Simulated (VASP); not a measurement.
# CsSnBr3 (Pm-3m) in VASP: a series of runs

CsSnBr3 is run at these levels: PBEsol; tasks: relaxation of cell and atoms.

Program: VASP 6.6.1. These are calculated values, not measurements. Logs are shortened: lines on timing, memory, paths and dates and some standing lists are left out, and cuts for length are marked.

### 1 The cell of the first run

It takes space group Pm-3m (No. 221, cubic). The conventional cell has a = 4.617 Å, b = 4.617 Å, c = 4.617 Å, α = 90.00°, β = 90.00°, γ = 90.00°. Within 4.3 Å of Cs (site symmetry m-3m) lie 12 Br at 3.26 Å and 8 Sn at 4.00 Å. Sn (site symmetry m-3m) has 6 Br at 2.31 Å within 3.1 Å. Br (site symmetry 4/mmm) has 2 Sn at 2.31 Å within 3.1 Å.

### 2 Relaxation of cell and atoms, PBEsol, target pressure 90 GPa, at which the enthalpy is minimised

File INCAR:

```
SYSTEM = CsSnBr3
PREC = Accurate
ENCUT = 500
EDIFF = 1E-7
ISMEAR = 0
SIGMA = 0.1
LREAL = .False.
LASPH = .True.
NELM = 120
ALGO = Normal
ISIF = 3
LWAVE = .False.
LCHARG = .False.
GGA = PS
IBRION = 2
NSW = 70
EDIFFG = -0.008
PSTRESS = 900.0
GGA_COMPAT = .False.
NELMIN = 4
```

File KPOINTS:

```
Automatic mesh
0
Gamma
  8 8 8
  0 0 0
```

File POSCAR:

```
CsSnBr3
1.0
    4.6170255282      0.0000000000      0.0000000000
    0.0000000000      4.6170255282      0.0000000000
    0.0000000000      0.0000000000      4.6170255282
Cs Sn Br
1 1 3
Direct
    0.0000000000      0.0000000000      0.0000000000
    0.5000000000      0.5000000000      0.5000000000
    0.5000000000      0.0000000000      0.5000000000
    0.5000000000      0.5000000000      0.0000000000
    0.0000000000      0.5000000000      0.5000000000
```

Potentials or basis: VASP PAW PBE potentials, release 64 (Cs_sv, Sn_d, Br).

Run with:

```sh
> cat potpaw_PBE.64/Cs_sv/POTCAR potpaw_PBE.64/Sn_d/POTCAR potpaw_PBE.64/Br/POTCAR > POTCAR
> mpirun -np 1 vasp_std > vasp.out
```

OUTCAR:

```text
SYSTEM = CsSnBr3
   PREC = Accurate
   ENCUT = 500
   EDIFF = 1E-7
   ISMEAR = 0
   LREAL = .False.
   LASPH = .True.
   NELM = 120
   ISIF = 3
   GGA = PS
   IBRION = 2
   NSW = 70
   EDIFFG = -0.008
   PSTRESS = 900.0
   NELMIN = 4

 ion  position               nearest neighbor table
   1  0.000  0.000  0.000-
   2  0.500  0.500  0.500-   3 2.31   4 2.31   5 2.31   4 2.31   3 2.31   5 2.31
   3  0.500  0.000  0.500-   2 2.31   2 2.31
   4  0.500  0.500  0.000-   2 2.31   2 2.31
   5  0.000  0.500  0.500-   2 2.31   2 2.31

  LATTYP: Found a simple cubic cell.
 ALAT       =     4.6170255282

  Lattice vectors:

 A1 = (   4.6170255282,   0.0000000000,   0.0000000000)
 A2 = (   0.0000000000,   4.6170255282,   0.0000000000)
 A3 = (   0.0000000000,   0.0000000000,   4.6170255282)

Analysis of symmetry for initial positions (statically):
=====================================================================
 Subroutine PRICEL returns:
 Original cell was already a primitive cell.

 Routine SETGRP: Setting up the symmetry group for a
 simple cubic supercell.

 Subroutine GETGRP returns: Found 48 space group operations
 (whereof 48 operations were pure point group operations)
 out of a pool of 48 trial point group operations.

The static configuration has the point symmetry O_h .

Analysis of symmetry for dynamics (positions and initial velocities):
=====================================================================
 Subroutine PRICEL returns:
 Original cell was already a primitive cell.

 Routine SETGRP: Setting up the symmetry group for a
 simple cubic supercell.

 Subroutine GETGRP returns: Found 48 space group operations
 (whereof 48 operations were pure point group operations)
 out of a pool of 48 trial point group operations.

The dynamic configuration has the point symmetry O_h .

 Subroutine INISYM returns: Found 48 space group operations
 (whereof 48 operations are pure point group operations),
 and found     1 'primitive' translations

----------------------------------------------------------------------------------------

                                     Primitive cell

  volume of cell :      98.4208

  direct lattice vectors                    reciprocal lattice vectors
     4.617025528  0.000000000  0.000000000     0.216589662  0.000000000  0.000000000
     0.000000000  4.617025528  0.000000000     0.000000000  0.216589662  0.000000000
     0.000000000  0.000000000  4.617025528     0.000000000  0.000000000  0.216589662

  length of vectors
     4.617025528  4.617025528  4.617025528     0.216589662  0.216589662  0.216589662

  position of ions in fractional coordinates (direct lattice)
     0.000000000  0.000000000  0.000000000
     0.500000000  0.500000000  0.500000000
     0.500000000  0.000000000  0.500000000
     0.500000000  0.500000000  0.000000000
     0.000000000  0.500000000  0.500000000

  ion indices of the primitive-cell ions
   primitive index   ion index
                 1           1
                 2           2
                 3           3
                 4           4
                 5           5

----------------------------------------------------------------------------------------

 KPOINTS: Automatic mesh

Automatic generation of k-mesh.
 Grid dimensions read from file:
 generate k-points for:    8    8    8

 Generating k-lattice:

  Cartesian coordinates                     Fractional coordinates (reciprocal lattice)
     0.027073708  0.000000000  0.000000000     0.125000000  0.000000000  0.000000000
     0.000000000  0.027073708  0.000000000     0.000000000  0.125000000  0.000000000
     0.000000000  0.000000000  0.027073708     0.000000000  0.000000000  0.125000000

  Length of vectors
     0.027073708  0.027073708  0.027073708

  Shift w.r.t. Gamma in fractional coordinates (k-lattice)
     0.000000000  0.000000000  0.000000000

 Subroutine IBZKPT returns following result:
 ===========================================

 Found     35 irreducible k-points:

 Following reciprocal coordinates:
            Coordinates               Weight
  0.000000  0.000000  0.000000      1.000000
  0.125000  0.000000  0.000000      6.000000
  0.250000  0.000000  0.000000      6.000000
  0.375000  0.000000  0.000000      6.000000
  0.500000  0.000000  0.000000      3.000000
  0.125000  0.125000  0.000000     12.000000
[... 16 lines left out ...]
  0.375000  0.375000  0.125000     24.000000
  0.500000  0.375000  0.125000     24.000000
 [... further k-points ...]
   k-points           NKPTS =     35   k-points in BZ     NKDIM =     35   number of bands    NBANDS=     26
   number of dos      NEDOS =    301   number of ions     NIONS =      5
   total plane-waves  NPLWV =  46656
   dimension x,y,z NGX =    36 NGY =   36 NGZ =   36
   dimension x,y,z NGXF=    72 NGYF=   72 NGZF=   72
   ions per type =               1   1   3
   NGX,Y,Z   is equivalent  to a cutoff of  12.96, 12.96, 12.96 a.u.
   NGXF,Y,Z  is equivalent  to a cutoff of  25.93, 25.93, 25.93 a.u.
 SYSTEM =  CsSnBr3
   PREC   = accura    normal or accurate (medium, high low for compatibility)
   ISTART =      0    job   : 0-new  1-cont  2-samecut
   ICHARG =      2    charge: 1-file 2-atom 10-const
   ISPIN  =      1    spin polarized calculation?
   LNONCOLLINEAR =      F non collinear calculations
   LSORBIT =      F    spin-orbit coupling
   LASPH  =      T    aspherical Exc in radial PAW
   ENCUT  =  500.0 eV  36.75 Ry    6.06 a.u.   8.42  8.42  8.42*2*pi/ulx,y,z
   NELM   =    120;   NELMIN=  4; NELMDL= -5     # of ELM steps
   EDIFF  = 0.1E-06   stopping-criterion for ELM
   LREAL  =      F    real-space projection
   EDIFFG = -.8E-02   stopping-criterion for IOM
   NSW    =     70    number of steps for IOM
   IBRION =      2    ionic relax: 0-MD 1-quasi-New 2-CG
   NFREE  =      1    steps in history (QN), initial steepest desc. (CG)
   ISIF   =      3    stress and relaxation
   ISYM   =      2    0-nonsym 1-usesym 2-fastsym
   POTIM  = 0.5000    time-step for ionic-motion
   TEBEG  =    0.0;   TEEND  =   0.0 temperature during run
   PSTRESS=  900.0 pullay stress
   NELECT =      44.0000    total number of electrons
   NUPDOWN=      -1.0000    fix difference up-down
   EMIN   =  10.00;   EMAX   =-10.00  energy-range for DOS
   EFERMI =   0.00;   METHOD = LEGACY
   ISMEAR =     0;   SIGMA  =   0.10  broadening in eV -4-tet -1-fermi 0-gaus
   EFERMI_NEDOS =   21; number of points for ismear=-14 and -15
   IALGO  =     38    algorithm
   IMIX   =      4    mixing-type and parameters
     AMIX     =   0.40;   BMIX     =  1.00
     AMIX_MAG =   1.60;   BMIX_MAG =  1.00
  volume/ion in A,a.u.               =      19.68       132.84
  Fermi-wavevector in a.u.,A,eV,Ry     =   1.251786  2.365533 21.319899  1.566968
  Thomas-Fermi vector in A             =   2.385717
   LORBIT       =      0    0 simple, 1 ext, 2 COOP (PROOUT), +10 PAW based schemes
   GGA     = PS    functional components
   LHFCALC =     F    Hartree Fock is set to
   AEXX    =    0.0000 exact exchange contribution
   IVDW    =     0    specifies the selected vdW correction
   LEPSILON=     F    determine dielectric tensor
   LRPA    =     F    only Hartree local field effects (RPA)
 conjugate gradient relaxation of ions
 non-spin polarized calculation
 Gauss-broadening in eV      SIGMA  =   0.10
  energy-cutoff  :      500.00
  volume of cell :       98.42
 maximum number of plane-waves:      2522
 NGX is ok and might be reduce to    36
   NGX = 17   NGY = 17   NGZ = 17

--------------------------------------- Ionic step        1  -------------------------------------------

 number of electron      44.0000009 magnetization

 Free energy of the ion-electron system (eV)
  ---------------------------------------------------
  ext. energy  EPLUGINS =         0.00000000
  ---------------------------------------------------
  free energy    TOTEN  =        -6.12393266 eV

  energy without entropy =       -6.11750753  energy(sigma->0) =       -6.12072009

------------------------ aborting loop because EDIFF is reached ----------------------------------------

  FORCE on cell =-STRESS in cart. coord.  units (eV):
  Direction    XX          YY          ZZ          XY          YZ          ZX
  --------------------------------------------------------------------------------------
  -------------------------------------------------------------------------------------
  Total       42.0263130     42.0263130     42.0263130     -0.0000000      0.0000000     -0.0000000
  in kB      684.1400989    684.1400989    684.1400989     -0.0000000      0.0000000     -0.0000000
  external PRESSURE =    -215.8599011 kB  Pullay stress =     900.0000000 kB
[... 149 lines left out ...]
  enthalpy is  TOTEN    =        48.6484027233 eV   P V=       51.3142240340

--------------------------------------- Ionic step        5  -------------------------------------------

 number of electron      43.9999990 magnetization

 Free energy of the ion-electron system (eV)
  ---------------------------------------------------
  ext. energy  EPLUGINS =         0.00000000
  ---------------------------------------------------
  free energy    TOTEN  =        -2.55281559 eV

  energy without entropy =       -2.54506803  energy(sigma->0) =       -2.54894181

 E-fermi :  11.5146     XC(G=0): -11.6473

 val. band max:       11.4937850319   @ k =   0.1250   0.1250   0.1250
 cond. band min:      11.5698257247   @ k =   0.5000   0.3750   0.3750
 fundamental gap:      0.0760406928
 Fermi energy:        11.5146024858

 k-point     1 :       0.0000    0.0000    0.0000
  band No.  band energies     occupation
      1     -13.6279      2.00000
      2     -13.6279      2.00000
      3     -12.9470      2.00000
      4     -12.7425      2.00000
      5     -12.7425      2.00000
      6     -12.7425      2.00000
[... 685 lines left out ...]
     25      14.3348      0.00000
     26      14.4851      0.00000

 [... further k-points ...]
[... 5 lines left out ...]
  --------------------------------------------------------------------------------------
  -------------------------------------------------------------------------------------
  Total       51.2012648     51.2012648     51.2012648      0.0000000     -0.0000000      0.0000000
  in kB      900.0085589    900.0085589    900.0085589      0.0000000     -0.0000000      0.0000000
  external PRESSURE =       0.0085589 kB  Pullay stress =     900.0000000 kB
[... 20 lines left out ...]
  FREE ENERGIE OF THE ION-ELECTRON SYSTEM (eV)
  ---------------------------------------------------
  free  energy   TOTEN  =        -2.5528155851 eV

  energy  without entropy=       -2.5450680258  energy(sigma->0) =       -2.54894181

  enthalpy is  TOTEN    =        48.6479622896 eV   P V=       51.2007778747

 reached required accuracy - stopping structural energy minimisation
```

It took 6 min on 1 thread of Intel Xeon 6975P-C (Granite Rapids), shared host; peak memory 0.26 GiB.

Results:

* Free energy: -2.5528 eV
* Relaxed volume: 18.23 Å³/atom
* Relaxed cell: a = 4.500 Å, b = 4.500 Å, c = 4.500 Å, α = 90.00°, β = 90.00°, γ = 90.00°
* Space group after relaxing (to 0.1 Å): Pm-3m (No. 221)
* Energy change on relaxing (the run minimises the enthalpy): +714.2 meV/atom
* Ionic steps: 5
* Pressure after relaxing: 90.0 GPa
* Band gap on the k mesh: zero (bands 22 and 23 overlap by 1.24 eV)

The path:
```csv
step,energy change (eV),largest force (eV/Å),pressure (GPa),volume (Å³)
1,0.0000,0.0000,68.41,98.42
2,29.5215,0.0000,274.53,65.27
3,3.1235,0.0000,87.27,91.96
4,3.4581,0.0000,89.31,91.35
5,3.5711,0.0000,90.00,91.15
```

Final structure:
```cif
data_structure
_symmetry_space_group_name_H-M 'P 1'
_symmetry_Int_Tables_number 1
_cell_length_a 4.5004
_cell_length_b 4.5004
_cell_length_c 4.5004
_cell_angle_alpha 90.000
_cell_angle_beta 90.000
_cell_angle_gamma 90.000
_cell_volume 91.15
loop_
_atom_site_label
_atom_site_type_symbol
_atom_site_fract_x
_atom_site_fract_y
_atom_site_fract_z
_atom_site_occupancy
Cs1 Cs 0.00000 0.00000 0.00000 1
Sn1 Sn 0.50000 0.50000 0.50000 1
Br1 Br 0.50000 0.00000 0.50000 1
Br2 Br 0.50000 0.50000 0.00000 1
Br3 Br 0.00000 0.50000 0.50000 1
```

Levels at points of the mesh, in eV from the Fermi level:
| k point | band 18 | band 19 | band 20 | band 21 | band 22 | band 23 | band 24 | band 25 | band 26 |
| --- | --- | --- | --- | --- | --- | --- | --- | --- | --- |
| (0.00, 0.00, 0.00) | -6.82 | -5.87 | -5.20 | -5.20 | -5.20 | -0.63 | -0.63 | 0.09 | 0.09 |
| (0.50, 0.00, 0.00) | -6.63 | -6.63 | -6.56 | -6.56 | -0.25 | 0.81 | 1.53 | 1.89 | 2.86 |
| (0.50, 0.50, 0.00) | -6.39 | -6.39 | -5.48 | -4.89 | 0.61 | 0.61 | 1.22 | 2.73 | 4.19 |
| (0.50, 0.50, 0.50) | -5.42 | -4.78 | -4.78 | -4.78 | -0.53 | -0.53 | -0.53 | 1.96 | 2.35 |

Caveat: the cell is relaxed towards a set pressure, so the run minimises the enthalpy, not the energy; the highest band is partly filled, so the run has too few bands; the PAW data sets were made with another functional, which shifts forces and pressure a little; spin-orbit coupling is left out, which moves the levels of the heavy elements.

### 3 Relaxation of cell and atoms, PBEsol, target pressure 1 GPa, at which the enthalpy is minimised

This run uses another cell than the first one, of 37.91 Å³/atom.

File INCAR:

```
PREC = Accurate
ENCUT = 500
EDIFF = 1E-7
ISMEAR = 0
SIGMA = 0.01
LREAL = F
LASPH = T
NELM = 120
ALGO = Normal
ISIF = 3
LWAVE = F
LCHARG = F
GGA = PS
IBRION = 2
NSW = 70
EDIFFG = -0.008
PSTRESS = 10.0
GGA_COMPAT = F
NELMIN = 4
```

File KPOINTS:

```
Automatic mesh
0
Gamma
  6 6 6
```

Edit POSCAR of step 2 so:

```diff
@@ -2,5 +2,5 @@
 1.0
-    4.6170255282      0.0000000000      0.0000000000
-    0.0000000000      4.6170255282      0.0000000000
-    0.0000000000      0.0000000000      4.6170255282
+    5.7445117933      0.0000000000      0.0000000000
+    0.0000000000      5.7445117933      0.0000000000
+    0.0000000000      0.0000000000      5.7445117933
 Cs Sn Br
```

Potentials or basis: VASP PAW PBE potentials, release 64 (Cs_sv, Sn_d, Br).

Run with:

```sh
> cat potpaw_PBE.64/Cs_sv/POTCAR potpaw_PBE.64/Sn_d/POTCAR potpaw_PBE.64/Br/POTCAR > POTCAR
> mpirun -np 1 vasp_std > vasp.out
```

Run time: 4.2 min. Hardware: 1 thread of Intel Xeon 6975P-C (Granite Rapids), shared host; peak memory 0.32 GiB.

Results (log left out):

* Free energy: -16.7820 eV
* Relaxed volume: 36.73 Å³/atom
* Relaxed cell: a = 5.684 Å, b = 5.684 Å, c = 5.684 Å, α = 90.00°, β = 90.00°, γ = 90.00°
* Space group after relaxing (to 0.1 Å): Pm-3m (No. 221)
* Energy change on relaxing (the run minimises the enthalpy): +4.7 meV/atom
* Ionic steps: 3
* Pressure after relaxing: 1.0 GPa
* Band gap on the k mesh: zero (filled and empty bands touch)

Step by step:
```
step  energy change (eV)  largest force (eV/Å)  pressure (GPa)  volume (Å³)
   1              0.0000                0.0000            0.25       189.57
   2              0.0172                0.0000            0.87       184.76
   3              0.0237                0.0000            1.02       183.65
```

Final structure:
```
Cs Sn Br
1.0
     5.68408    0.00000    0.00000
     0.00000    5.68408    0.00000
     0.00000    0.00000    5.68408
Cs Sn Br
1 1 3
Cartesian
  0.0000 0.0000 0.0000
  2.8420 2.8420 2.8420
  2.8420 0.0000 2.8420
  2.8420 2.8420 0.0000
  0.0000 2.8420 2.8420
```

Levels at points of the mesh, in eV from the Fermi level:
| k point | band 19 | band 20 | band 21 | band 22 | band 23 | band 24 | band 25 | band 26 |
| --- | --- | --- | --- | --- | --- | --- | --- | --- |
| (0.00, 0.00, 0.00) | -3.66 | -3.48 | -3.48 | -3.48 | 1.63 | 2.56 | 2.56 | 3.21 |
| (0.50, 0.00, 0.00) | -3.84 | -3.64 | -3.64 | -2.30 | 1.16 | 3.18 | 3.77 | 3.77 |
| (0.50, 0.50, 0.00) | -3.97 | -3.92 | -3.09 | -1.12 | 0.63 | 0.63 | 3.72 | 3.87 |
| (0.50, 0.50, 0.50) | -3.07 | -3.07 | -3.07 | 0.00 | 0.00 | 0.00 | 0.04 | 3.12 |

Caveat: the cell is relaxed towards a set pressure, so the run minimises the enthalpy, not the energy; semilocal functionals underestimate gaps, and a narrow one can read as zero; the PAW data sets were made with another functional, which shifts forces and pressure a little; spin-orbit coupling is left out, which moves the levels of the heavy elements.

### 4 Relaxation of cell and atoms, PBEsol, target pressure 50 GPa, at which the enthalpy is minimised

This run uses another cell than the first one, of 23.07 Å³/atom.

File INCAR:

```
ALGO = Normal
EDIFF = 1E-7
EDIFFG = -0.008
ENCUT = 500
GGA = PS
GGA_COMPAT = F
IBRION = 2
ISIF = 3
ISMEAR = 0
LASPH = T
LCHARG = F
LREAL = F
LWAVE = F
NELM = 120
NELMIN = 4
NSW = 70
PREC = Accurate
PSTRESS = 500.0
SIGMA = 0.1
```

File KPOINTS:

```
k-points
0
Gamma
  8 8 8
```

Edit POSCAR of step 3 so:

```diff
@@ -2,5 +2,5 @@
 1.0
-    5.7445117933      0.0000000000      0.0000000000
-    0.0000000000      5.7445117933      0.0000000000
-    0.0000000000      0.0000000000      5.7445117933
+    4.8678210937      0.0000000000      0.0000000000
+    0.0000000000      4.8678210937      0.0000000000
+    0.0000000000      0.0000000000      4.8678210937
 Cs Sn Br
```

Run with:

```sh
> cat potpaw_PBE.64/Cs_sv/POTCAR potpaw_PBE.64/Sn_d/POTCAR potpaw_PBE.64/Br/POTCAR > POTCAR
> mpirun -np 1 vasp_std > vasp.out
```

Run time: 8 min. Hardware: 1 thread of Intel Xeon 6975P-C (Granite Rapids), shared host; peak memory 0.28 GiB.

The run converged. Its results:

```
Free energy                                                : -9.1790 eV
Relaxed volume                                             : 21.35 Å³/atom
Relaxed cell                                               : a = 4.744 Å, b = 4.744 Å, c = 4.744 Å, α = 90.00°, β = 90.00°, γ = 90.00°
Space group after relaxing (to 0.1 Å)                      : Pm-3m (No. 221)
Energy change on relaxing (the run minimises the enthalpy) : +458.6 meV/atom
Ionic steps                                                : 7
Pressure after relaxing                                    : 50.0 GPa
Band gap on the k mesh                                     : zero (bands 22 and 23 overlap by 1.12 eV)
```

Step by step:
| step | energy change (eV) | largest force (eV/Å) | pressure (GPa) | volume (Å³) |
| --- | --- | --- | --- | --- |
| 1 | 0.0000 | 0.0000 | 36.15 | 115.35 |
| 2 | 12.7019 | 0.0000 | 113.74 | 85.16 |
| 3 | 2.0677 | 0.0000 | 48.64 | 107.47 |
| 4 | 2.2609 | 0.0000 | 49.81 | 106.84 |
| 5 | 2.3126 | 0.0000 | 50.12 | 106.68 |
| 6 | 2.2456 | 0.0000 | 49.72 | 106.89 |
| 7 | 2.2928 | 0.0000 | 50.00 | 106.74 |

Final structure:
```
Cs Sn Br
1.0
     4.74365    0.00000    0.00000
     0.00000    4.74365    0.00000
     0.00000    0.00000    4.74365
Cs Sn Br
1 1 3
Direct
  0.00000 0.00000 0.00000
  0.50000 0.50000 0.50000
  0.50000 0.00000 0.50000
  0.50000 0.50000 0.00000
  0.00000 0.50000 0.50000
```

Levels at points of the mesh, in eV from the Fermi level:
| k point | band 18 | band 19 | band 20 | band 21 | band 22 | band 23 | band 24 | band 25 | band 26 |
| --- | --- | --- | --- | --- | --- | --- | --- | --- | --- |
| (0.00, 0.00, 0.00) | -6.11 | -6.08 | -5.05 | -5.05 | -5.05 | 0.02 | 0.02 | 0.79 | 0.79 |
| (0.50, 0.00, 0.00) | -6.15 | -6.15 | -5.97 | -5.97 | -0.98 | 1.04 | 2.05 | 2.48 | 2.81 |
| (0.50, 0.50, 0.00) | -6.10 | -6.10 | -5.35 | -4.62 | 0.66 | 0.66 | 0.89 | 2.95 | 4.01 |
| (0.50, 0.50, 0.50) | -5.31 | -4.55 | -4.55 | -4.55 | -0.46 | -0.46 | -0.46 | 2.04 | 2.55 |

Caveat: the cell is relaxed towards a set pressure, so the run minimises the enthalpy, not the energy; the PAW data sets were made with another functional, which shifts forces and pressure a little; spin-orbit coupling is left out, which moves the levels of the heavy elements.

(Continued in part 2 of 2.)

The gap in the log of VASP goes by the Fermi energy; the results here count the filled bands.